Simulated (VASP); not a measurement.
# KF (Fm-3m) in VASP: further runs

KF is run at these levels: PBE; tasks: G0W0 quasiparticle levels.

Program: VASP 6.6.1. These are calculated values, not measurements. Logs are shortened: lines on timing, memory, paths and dates and some standing lists are left out, and cuts for length are marked.

## Step 1: The cell of the first run

The structure is cubic, space group Fm-3m (No. 225). The conventional cell has a = 5.318 Å, b = 5.318 Å, c = 5.318 Å, α = 90.00°, β = 90.00°, γ = 90.00°. Within 3.5 Å of K (site symmetry m-3m) lie 6 F at 2.66 Å. F (site symmetry m-3m) has 6 K at 2.66 Å within 3.5 Å.

## Step 2: G0W0 quasiparticle levels, PBE

File POSCAR:

```
KF
1.0
    0.0000000000      2.6589605554      2.6589605554
    2.6589605554      0.0000000000      2.6589605554
    2.6589605554      2.6589605554      0.0000000000
K F
1 1
Direct
    0.0000000000      0.0000000000      0.0000000000
    0.5000000000      0.5000000000      0.5000000000
```

File INCAR.step1:

```
SYSTEM = KF
PREC = Accurate ; ENCUT = 500
EDIFF = 1E-8 ; ISMEAR = 0
SIGMA = 0.01 ; LREAL = .FALSE.
LASPH = .TRUE. ; NELM = 80
ALGO = Normal ; LWAVE = .TRUE.
LCHARG = .FALSE. ; GGA = PE
```

File INCAR.step2:

```
SYSTEM = KF
PREC = Accurate ; ENCUT = 500
EDIFF = 1E-8 ; ISMEAR = 0
SIGMA = 0.01 ; LREAL = .FALSE.
LASPH = .TRUE. ; NELM = 1
ALGO = Exact ; LWAVE = .TRUE.
LCHARG = .FALSE. ; GGA = PE
NBANDS = 149 ; LOPTICS = .TRUE.
ISTART = 1
```

File INCAR.step3:

```
SYSTEM = KF
PREC = Accurate ; ENCUT = 500
EDIFF = 1E-8 ; ISMEAR = 0
SIGMA = 0.01 ; LREAL = .FALSE.
LASPH = .TRUE. ; ALGO = EVGW0
LWAVE = .FALSE. ; LCHARG = .FALSE.
GGA = PE ; NELMGW = 1
NBANDS = 149 ; ENCUTGW = 140.0
NOMEGA = 96 ; PRECFOCK = Fast
ISTART = 1 ; NBANDSGW = 16
OMEGAMAX = 20
```

File KPOINTS:

```
Automatic mesh
0
G
  4 4 4
  0 0 0
```

Potentials or basis: VASP PAW PBE potentials, release 64 (K_sv_GW, F_GW).

Launch:

```sh
> cat potpaw_PBE.64/K_sv_GW/POTCAR potpaw_PBE.64/F_GW/POTCAR > POTCAR
> cp INCAR.step1 INCAR
> mpirun -np 1 vasp_std > vasp.out
> cp INCAR.step2 INCAR
> mpirun -np 1 vasp_std > vasp.out
> cp INCAR.step3 INCAR
> mpirun -np 1 vasp_std > vasp.out
```

OUTCAR:

```text
SYSTEM = KF
   PREC = Accurate
   ENCUT = 500
   EDIFF = 1E-8
   ISMEAR = 0
   LREAL = .FALSE.
   LASPH = .TRUE.
   GGA = PE
   NELMGW = 1
   ENCUTGW = 140.0
   PRECFOCK = Fast
   ISTART = 1

 ion  position               nearest neighbor table
   1  0.000  0.000  0.000-   2 2.66   2 2.66   2 2.66   2 2.66   2 2.66   2 2.66
   2  0.500  0.500  0.500-   1 2.66   1 2.66   1 2.66   1 2.66   1 2.66   1 2.66

  LATTYP: Found a face centered cubic cell.
 ALAT       =     5.3179211108

  Lattice vectors:

 A1 = (   0.0000000000,   2.6589605554,   2.6589605554)
 A2 = (   2.6589605554,   0.0000000000,   2.6589605554)
 A3 = (   2.6589605554,   2.6589605554,   0.0000000000)

Analysis of symmetry for initial positions (statically):
=====================================================================
 Subroutine PRICEL returns:
 Original cell was already a primitive cell.

 Routine SETGRP: Setting up the symmetry group for a
 face centered cubic supercell.

 Subroutine GETGRP returns: Found 48 space group operations
 (whereof 48 operations were pure point group operations)
 out of a pool of 48 trial point group operations.

The static configuration has the point symmetry O_h .

Analysis of symmetry for dynamics (positions and initial velocities):
=====================================================================
 Subroutine PRICEL returns:
 Original cell was already a primitive cell.

 Routine SETGRP: Setting up the symmetry group for a
 face centered cubic supercell.

 Subroutine GETGRP returns: Found 48 space group operations
 (whereof 48 operations were pure point group operations)
 out of a pool of 48 trial point group operations.

The dynamic configuration has the point symmetry O_h .

 Subroutine INISYM returns: Found 48 space group operations
 (whereof 48 operations are pure point group operations),
 and found     1 'primitive' translations

----------------------------------------------------------------------------------------

                                     Primitive cell

  volume of cell :      37.5981

  direct lattice vectors                    reciprocal lattice vectors
     0.000000000  2.658960555  2.658960555    -0.188043406  0.188043406  0.188043406
     2.658960555  0.000000000  2.658960555     0.188043406 -0.188043406  0.188043406
     2.658960555  2.658960555  0.000000000     0.188043406  0.188043406 -0.188043406

  length of vectors
     3.760338079  3.760338079  3.760338079     0.325700734  0.325700734  0.325700734

  position of ions in fractional coordinates (direct lattice)
     0.000000000  0.000000000  0.000000000
     0.500000000  0.500000000  0.500000000

  ion indices of the primitive-cell ions
   primitive index   ion index
                 1           1
                 2           2

----------------------------------------------------------------------------------------

 KPOINTS: Automatic mesh

Automatic generation of k-mesh.
 Grid dimensions read from file:
 generate k-points for:    4    4    4

 Generating k-lattice:

  Cartesian coordinates                     Fractional coordinates (reciprocal lattice)
    -0.047010852  0.047010852  0.047010852     0.250000000  0.000000000  0.000000000
     0.047010852 -0.047010852  0.047010852     0.000000000  0.250000000  0.000000000
     0.047010852  0.047010852 -0.047010852     0.000000000  0.000000000  0.250000000

  Length of vectors
     0.081425183  0.081425183  0.081425183

  Shift w.r.t. Gamma in fractional coordinates (k-lattice)
     0.000000000  0.000000000  0.000000000

 Subroutine IBZKPT returns following result:
 ===========================================

 Found      8 irreducible k-points:

 Following reciprocal coordinates:
            Coordinates               Weight
  0.000000  0.000000  0.000000      1.000000
  0.250000  0.000000  0.000000      8.000000
  0.500000  0.000000  0.000000      4.000000
  0.250000  0.250000  0.000000      6.000000
  0.500000  0.250000  0.000000     24.000000
 -0.250000  0.250000  0.000000     12.000000
  0.500000  0.500000  0.000000      3.000000
 -0.250000  0.500000  0.250000      6.000000
   k-points           NKPTS =      8   k-points in BZ     NKDIM =     64   number of bands    NBANDS=    149
   number of dos      NEDOS =    301   number of ions     NIONS =      2
   total plane-waves  NPLWV =  21952
   dimension x,y,z NGX =    28 NGY =   28 NGZ =   28
   dimension x,y,z NGXF=    56 NGYF=   56 NGZF=   56
   ions per type =               1   1
   NGX,Y,Z   is equivalent  to a cutoff of  12.38, 12.38, 12.38 a.u.
   NGXF,Y,Z  is equivalent  to a cutoff of  24.76, 24.76, 24.76 a.u.
 SYSTEM =  KF
   PREC   = accura    normal or accurate (medium, high low for compatibility)
   ISTART =      1    job   : 0-new  1-cont  2-samecut
   ICHARG =      0    charge: 1-file 2-atom 10-const
   ISPIN  =      1    spin polarized calculation?
   LNONCOLLINEAR =      F non collinear calculations
   LSORBIT =      F    spin-orbit coupling
   LASPH  =      T    aspherical Exc in radial PAW
   ENCUT  =  500.0 eV  36.75 Ry    6.06 a.u.   6.86  6.86  6.86*2*pi/ulx,y,z
   NELM   =     60;   NELMIN=  2; NELMDL=  0     # of ELM steps
   EDIFF  = 0.1E-07   stopping-criterion for ELM
   LREAL  =      F    real-space projection
   EDIFFG = 0.1E-06   stopping-criterion for IOM
   NSW    =      0    number of steps for IOM
   IBRION =     -1    ionic relax: 0-MD 1-quasi-New 2-CG
   NFREE  =      0    steps in history (QN), initial steepest desc. (CG)
   ISIF   =      0    stress and relaxation
   ISYM   =      3    0-nonsym 1-usesym 2-fastsym
   POTIM  = 0.5000    time-step for ionic-motion
   TEBEG  =    0.0;   TEEND  =   0.0 temperature during run
   PSTRESS=    0.0 pullay stress
   NELECT =      16.0000    total number of electrons
   NUPDOWN=      -1.0000    fix difference up-down
   EMIN   =  10.00;   EMAX   =-10.00  energy-range for DOS
   EFERMI =   0.00;   METHOD = LEGACY
   ISMEAR =     0;   SIGMA  =   0.01  broadening in eV -4-tet -1-fermi 0-gaus
   EFERMI_NEDOS =   21; number of points for ismear=-14 and -15
   IALGO  =     38    algorithm
   IMIX   =      4    mixing-type and parameters
     AMIX     =   0.40;   BMIX     =  1.00
     AMIX_MAG =   1.60;   BMIX_MAG =  1.00
  volume/ion in A,a.u.               =      18.80       126.86
  Fermi-wavevector in a.u.,A,eV,Ry     =   1.231382  2.326975 20.630549  1.516303
  Thomas-Fermi vector in A             =   2.366194
   LORBIT       =      0    0 simple, 1 ext, 2 COOP (PROOUT), +10 PAW based schemes
   GGA     = PE    functional components
   LHFCALC =     T    Hartree Fock is set to
   PRECFOCK=fast      Normal, Fast or Accurate (Low or Medium for compatibility)
   ENCUT4O =  -1.0   cutoff for four orbital integrals eV
   NKREDX  =     1    reduce k-point grid by
   NKREDY  =     1    reduce k-point grid by
   NKREDZ  =     1    reduce k-point grid by
   AEXX    =    1.0000 exact exchange contribution
   HFSCREEN=    0.0000 screening length (either q_TF or 0.3 A-1)
   HFSCREENC=   0.0000 screening length for correlation (either q_TF or 0.3 A-1)
   ENCUTFOCK=  -1.0 apply spherical cutoff to Coloumb kernel
   IVDW    =     0    specifies the selected vdW correction
   LEPSILON=     F    determine dielectric tensor
   LRPA    =     F    only Hartree local field effects (RPA)
   LRPAFORCE           =     F    calculate RPA forces
   ENCUTGW             = 140.0    cutoff for response function in eV
   ENCUTGWSOFT         = 112.0    soft cutoff for Coulomb kernel in GW response function in eV
   ENCUTLF             =  -1.0    cutoff for local field effects
   NELMGW              =     1    number of iterations in solving QP/BSE equation
   NELMHF              =     1    number of iterations in the inner HF iteration
   NKREDLFX            =     1    NKREDLFY  =   1   NKREDLFZ  =   1
 non-spin polarized calculation
 Gauss-broadening in eV      SIGMA  =   0.01
  energy-cutoff  :      500.00
  volume of cell :       37.60
 maximum number of plane-waves:       982
  NGX = 16; NGY = 16; NGZ = 16
   NGX = 13   NGY = 13   NGZ = 13
 maximum number of plane-waves:       150

 QP shifts <psi_nk| G(iteration)W_0 |psi_nk>: iteration 1
 for sc-GW calculations column KS-energies equals QP-energies in previous step
 and V_xc(KS)=  KS-energies - (<T + V_ion + V_H > + <T+V_H+V_ion>^1  + <V_x>^1)

 k-point   1 :       0.0000    0.0000    0.0000
  band No.  KS-energies  QP-energies   sigma(KS)   V_xc(KS)     V^pw_x(r,r')   Z            occupation Imag(sigma)

      1     -26.4459     -28.5822     -21.7447     -18.4221     -30.7057       0.6430       2.0000       0.4408
      2     -19.0221     -22.7534     -28.0977     -23.0026     -37.0215       0.7323       2.0000       0.6126
      3      -9.6851     -13.1867     -22.2228     -18.0588     -24.9291       0.8409       2.0000       0.0493
      4      -9.6851     -13.1867     -22.2228     -18.0588     -24.9291       0.8409       2.0000       0.0493
      5      -9.6851     -13.1867     -22.2228     -18.0588     -24.9291       0.8409       2.0000       0.0493
      6      -0.3675      -2.7809     -24.8311     -21.7649     -29.5448       0.7871       2.0000       0.0554
[... 8 lines left out ...]
     15      16.6127      16.9656      -4.1611      -4.5816      -0.6766       0.8394       0.0000      -0.1749
     16      24.0780      27.3831      -8.8115     -12.6924      -4.4795       0.8516       0.0000      -0.2674

 k-point   2 :       0.2500    0.0000    0.0000
  band No.  KS-energies  QP-energies   sigma(KS)   V_xc(KS)     V^pw_x(r,r')   Z            occupation Imag(sigma)

      1     -26.3956     -28.5278     -21.7999     -18.4752     -30.7355       0.6413       2.0000       0.4282
      2     -19.0694     -23.0273     -28.0229     -22.9231     -36.9481       0.7761       2.0000       0.6353
      3      -9.8279     -13.3627     -22.0837     -17.8969     -24.7927       0.8443       2.0000       0.0444
      4      -9.7040     -13.2022     -22.1946     -18.0224     -24.8821       0.8385       2.0000       0.0463
      5      -9.7040     -13.2022     -22.1946     -18.0224     -24.8821       0.8385       2.0000       0.0463
      6      -0.8112      -3.3011     -23.5888     -20.4063     -28.0994       0.7824       2.0000       0.0554
[... 8 lines left out ...]
     15      18.1521      20.4889      -7.4151     -10.0515      -3.6632       0.8864       0.0000      -0.2058
     16      20.6263      22.3463      -7.2148      -9.1683      -3.3966       0.8805       0.0000      -0.3102

 k-point   3 :       0.5000    0.0000    0.0000
  band No.  KS-energies  QP-energies   sigma(KS)   V_xc(KS)     V^pw_x(r,r')   Z            occupation Imag(sigma)

      1     -26.3444     -28.4626     -21.8571     -18.5303     -30.7666       0.6367       2.0000       0.4155
      2     -19.1185     -23.1937     -27.9504     -22.8409     -36.8720       0.7976       2.0000       0.6591
      3      -9.9678     -13.4731     -21.9523     -17.7451     -24.6724       0.8332       2.0000       0.0385
      4      -9.7224     -13.2142     -22.1671     -17.9872     -24.8364       0.8354       2.0000       0.0437
      5      -9.7224     -13.2142     -22.1671     -17.9872     -24.8364       0.8354       2.0000       0.0437
      6      -1.1724      -3.7279     -22.8030     -19.5255     -27.2191       0.7797       2.0000       0.0579
[... 8 lines left out ...]
     15      15.7760      18.7905      -9.6113     -13.1979      -5.8614       0.8405       0.0000      -0.0767
     16      18.1445      19.4460      -6.1092      -7.6151      -2.5085       0.8643       0.0000      -0.1227

 k-point   4 :       0.2500    0.2500    0.0000
  band No.  KS-energies  QP-energies   sigma(KS)   V_xc(KS)     V^pw_x(r,r')   Z            occupation Imag(sigma)

      1     -26.3817     -28.5125     -21.8142     -18.4915     -30.7471       0.6413       2.0000       0.4284
      2     -19.0592     -22.9036     -28.0532     -22.9526     -36.9839       0.7537       2.0000       0.6328
      3      -9.8481     -13.3938     -22.0174     -17.8216     -24.7123       0.8451       2.0000       0.0433
      4      -9.7953     -13.3131     -22.0874     -17.9040     -24.8146       0.8409       2.0000       0.0535
      5      -9.7953     -13.3131     -22.0874     -17.9040     -24.8146       0.8409       2.0000       0.0535
      6      -0.8626      -3.3520     -23.6838     -20.4910     -28.2333       0.7797       2.0000       0.0570
[... 8 lines left out ...]
     15      19.4707      21.5277      -6.6668      -8.9749      -2.9389       0.8912       0.0000      -0.3517
     16      19.9496      22.0443      -7.6145     -10.0322      -3.6748       0.8664       0.0000      -0.1982
[... 24 lines left out ...]
      1     -26.3476     -28.4666     -21.8524     -18.5282     -30.7678       0.6374       2.0000       0.4198
      2     -19.0914     -23.1268     -28.0062     -22.9001     -36.9358       0.7903       2.0000       0.6489
      3      -9.9433     -13.4436     -21.8833     -17.6769     -24.6372       0.8321       2.0000       0.0593
      4      -9.8912     -13.4184     -22.0128     -17.8129     -24.7174       0.8398       2.0000       0.0409
      5      -9.7247     -13.2198     -22.1634     -17.9830     -24.8348       0.8361       2.0000       0.0429
      6      -0.9928      -3.5142     -23.3378     -20.1019     -27.8412       0.7792       2.0000       0.0573
[... 8 lines left out ...]
     15      16.1100      17.7008      -7.1056      -8.9583      -3.5386       0.8586       0.0000      -0.0802
     16      17.7037      20.8118      -9.2203     -12.8753      -5.3874       0.8504       0.0000      -0.1487

 k-point   7 :       0.5000    0.5000    0.0000
  band No.  KS-energies  QP-energies   sigma(KS)   V_xc(KS)     V^pw_x(r,r')   Z            occupation Imag(sigma)

      1     -26.3226     -28.4417     -21.8776     -18.5600     -30.7930       0.6388       2.0000       0.4239
      2     -19.0459     -22.8725     -28.1233     -23.0196     -37.0726       0.7498       2.0000       0.6335
      3     -10.2684     -13.8127     -21.4466     -17.1918     -24.2689       0.8330       2.0000       0.0838
      4      -9.9057     -13.4013     -21.9553     -17.7534     -24.7075       0.8319       2.0000       0.0583
      5      -9.9057     -13.4013     -21.9553     -17.7534     -24.7075       0.8319       2.0000       0.0583
      6      -0.5725      -3.0443     -24.2339     -21.1003     -28.7386       0.7888       2.0000       0.0546
[... 8 lines left out ...]
     15      15.5602      17.8939      -8.1534     -10.9389      -4.4917       0.8378       0.0000      -0.0608
     16      17.2655      18.9209      -8.1290     -10.0948      -4.4861       0.8421       0.0000      -0.1371

 k-point   8 :      -0.2500    0.5000    0.2500
  band No.  KS-energies  QP-energies   sigma(KS)   V_xc(KS)     V^pw_x(r,r')   Z            occupation Imag(sigma)

      1     -26.3194     -28.4433     -21.8820     -18.5617     -30.7915       0.6397       2.0000       0.4197
      2     -19.0695     -23.0415     -28.0697     -22.9632     -37.0124       0.7778       2.0000       0.6433
      3     -10.0894     -13.6247     -21.6901     -17.4614     -24.4751       0.8360       2.0000       0.0685
      4     -10.0894     -13.6247     -21.6901     -17.4614     -24.4751       0.8360       2.0000       0.0685
      5      -9.7745     -13.2756     -22.1455     -17.9592     -24.8305       0.8363       2.0000       0.0410
      6      -0.7799      -3.2582     -23.9887     -20.8131     -28.6147       0.7804       2.0000       0.0569
[... 8 lines left out ...]
     15      15.7520      18.2449      -9.0246     -12.0360      -5.3871       0.8278       0.0000      -0.0773
     16      15.7520      18.2449      -9.0246     -12.0360      -5.3871       0.8278       0.0000      -0.0773
```

It took 63 s on 1 thread of Intel Xeon 6975P-C (Granite Rapids), shared host; peak memory 0.37 GiB.

What came out:

* Quasiparticle gap: 9.71 eV
* Least direct quasiparticle gap: 9.71 eV
* Band gap of the starting levels on the mesh: 6.26 eV
* Least direct gap of the starting levels on the mesh: 6.26 eV

Caveat: the k points lie up to 0.51 Å⁻¹ apart; bands, screening cutoff and mesh are small and nothing is extrapolated, so the quasiparticle values aren't converged.

(Part 1 of 2 ends here.)
